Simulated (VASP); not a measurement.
Input of a VASP 6.6.1 run:

The input INCAR:

```
SYSTEM = LiBr
PREC = Accurate
ENCUT = 750
EDIFF = 1E-6
ISMEAR = -1
SIGMA = 0.1
LREAL = .FALSE.
LASPH = .TRUE.
NELM = 120
ALGO = Normal
ISIF = 2
LWAVE = .FALSE.
LCHARG = .FALSE.
GGA = PE
NBANDS = 12
GGA_COMPAT = .FALSE.
```

File KPOINTS:

```
regular mesh
0
G
  6 6 6
  0 0 0
```

POSCAR

```
LiBr
1.0
    0.0000000000      2.6752514548      2.6752514548
    2.6752514548      0.0000000000      2.6752514548
    2.6752514548      2.6752514548      0.0000000000
Li Br
1 1
Direct
    0.0000000000      0.0000000000      0.0000000000
    0.5000000000      0.5000000000      0.5000000000
```

Potentials or basis: VASP PAW PBE potentials, release 64 (Li_sv, Br).

Command:

```bash
$ cat potpaw_PBE.64/Li_sv/POTCAR potpaw_PBE.64/Br/POTCAR > POTCAR
$ mpirun -np 1 vasp_std > vasp.out
```

Estimate the pressure.

2.7 GPa.

Estimate the band gap on the k mesh.

5.33 eV, direct.

A k mesh can miss the band edges. Expect the measured gap to be larger: semilocal functionals such as PBE lack the derivative discontinuity.
